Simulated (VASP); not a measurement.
ZrN: single point with PBE

ZrN, a slab with vacuum:

```
N Zr
1.0
     3.24891    0.00000    0.00000
    -1.62445    2.81364    0.00000
     0.00000    0.00000   26.93726
N Zr
5 5
Direct
  0.33333 0.66667 0.28952
  0.00000 0.00000 0.38018
  0.66667 0.33333 0.47433
  0.33333 0.66667 0.57396
  0.00000 0.00000 0.67187
  0.66667 0.33333 0.31810
  0.33333 0.66667 0.42515
  0.00000 0.00000 0.52365
  0.66667 0.33333 0.62407
  0.33333 0.66667 0.71916
```

```
Program             : VASP 6.6.1
Task                : single point
Functional          : PBE
Potentials or basis : VASP PAW PBE potentials, release 64 (N, Zr_sv)
Cutoff              : 520 eV
k mesh              : 12 × 12 × 1
Occupations         : gaussian, width 0.1 eV
Spin                : no spin polarisation
```

- Largest force: 0.052 eV/Å
- Band gap on the k mesh: zero (an odd number of electrons rules out a gap without spin polarisation)

Forces on the atoms (eV/Å):
```
N    0.000  0.000 -0.052
N    0.000  0.000  0.004
N    0.000  0.000 -0.002
N    0.000  0.000 -0.002
N    0.000  0.000  0.006
Zr   0.000  0.000  0.017
Zr   0.000  0.000  0.007
Zr   0.000  0.000 -0.002
Zr   0.000  0.000 -0.001
Zr   0.000  0.000  0.026
```

Levels at points of the mesh, in eV from the Fermi level:
| k point | band 38 | band 39 | band 40 | band 41 | band 42 | band 43 | band 44 | band 45 | band 46 | band 47 |
| --- | --- | --- | --- | --- | --- | --- | --- | --- | --- | --- |
| (0.00, 0.00, 0.00) | -2.38 | -2.16 | -2.16 | -0.97 | -0.08 | 0.01 | 0.01 | 0.52 | 0.77 | 0.77 |
| (0.50, 0.00, 0.00) | -3.08 | -2.35 | -1.70 | -1.21 | -0.99 | 0.33 | 0.76 | 1.96 | 2.49 | 3.15 |

Wall time 37 min on 1 thread of Intel Xeon 8259CL, with other jobs on the host, peak memory 0.44 GiB.
